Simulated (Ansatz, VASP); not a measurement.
Two plane-wave programs on Ga2F

```
F Ga
1.0
     3.58336    0.00000    0.00000
     1.79168   -7.04575    0.00000
     0.00000    0.00000   -3.54992
F Ga
2 4
Direct
  0.08621 0.82757 0.75000
  0.91379 0.17243 0.25000
  0.72482 0.55036 0.75000
  0.27518 0.44964 0.25000
  0.42735 0.14531 0.75000
  0.57265 0.85469 0.25000
```

Alike in both runs: functional PBE; k mesh 5 × 5 × 5; no spin polarisation.

Ansatz relaxed the structure, and its values are those at the end. VASP's run is a single point on that final structure, the one shown.

|  | VASP | Ansatz |
| --- | --- | --- |
| version | VASP 6.6.1 | Ansatz 0.2.0 |
| potentials or method | VASP PAW PBE potentials, release 64 (F, Ga_d), cutoff 520 eV | PAW plane waves |
| occupations | fermi-dirac, width 0.1 eV | fermi-dirac |
| valence electrons in the cell | 66 | 66 |

|  | VASP | Ansatz | Ansatz less VASP |
| --- | --- | --- | --- |
| pressure (GPa) | 8.7 | 8.7 | -0.01 |
| rms of the force components (eV/Å) | 0.004 | 0.004 | +0.0001 |

Ansatz's warnings: stress scf threshold loose.

The k mesh is coarse, so the values compare programs but aren't converged.
